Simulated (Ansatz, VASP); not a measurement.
Ir in VASP and in Ansatz

Contents of INCAR:

```
SYSTEM = Ir
PREC = Accurate ; ENCUT = 520
EDIFF = 1E-6 ; ISMEAR = 0
SIGMA = 0.15 ; LREAL = .False.
LASPH = .True. ; NELM = 80
ALGO = Fast ; ISIF = 2
LWAVE = .False. ; LCHARG = .True.
GGA = PS ; LELF = .True.
LVHAR = .True. ; NBANDS = 10
```

The input KPOINTS:

```
Automatic mesh
0
Gamma
  22 22 22
  0 0 0
```

Contents of POSCAR:

```
Ir
1.0
    0.0000000000      1.9292985000      1.9197000000
    1.9197000000      0.0000000000      1.9197000000
    1.9197000000      1.9292985000      0.0000000000
Ir
1
Direct
    0.0000000000      0.0000000000      0.0000000000
```

Input for Ansatz:

```yaml
crystal:
  lattice:
    - [0.0, 1.9292985, 1.9197]
    - [1.9197, 0.0, 1.9197]
    - [1.9197, 1.9292985, 0.0]
  atoms:
    - { symbol: Ir, position: [0.0, 0.0, 0.0] }
basis:
  ecutwfc: 420
kpoints:
  mp_grid: { grid: [22, 22, 22] }
hamiltonian:
  xc: pbesol
scf:
  occupations: { method: gaussian, width: 0.15 }
output:
  forces: true
  stress: true
  eigenvalues: true
```

Change from the starting cell: strain +0.0050 x Voigt [0, 1, 0, 0, 0, 0], atoms carried along.

Alike in both runs: task single point; functional PBEsol; k mesh 22 × 22 × 22; occupations gaussian, width 0.15 eV; no spin polarisation.

|  | VASP | Ansatz |
| --- | --- | --- |
| version | VASP 6.6.1 | Ansatz 0.2.0 |
| potentials or method | VASP PAW PBE potentials, release 64 (Ir), cutoff 520 eV | scalar-relativistic, plane waves, PAW |
| valence electrons in the cell | 9 | 17 |

Ansatz gave:

- gap on the k mesh at the Fermi level (eV): none
- pressure (GPa): -4.4
- traceless stress, the component that is largest in VASP (GPa): -1.23

Question: What did VASP give for the same quantities?

Answer: gap on the k mesh at the Fermi level (eV): none; pressure (GPa): -3.6; traceless stress, the component that is largest in VASP (GPa): -1.23.

VASP's potentials were made for PBE, not for PBEsol. A gap of «none» marks a metal or a gap that the smearing closes. VASP's potentials hold 9 valence electrons a cell and Ansatz's 17, so a difference there can come from the potentials and not from the codes.

Spin-orbit coupling is off throughout.
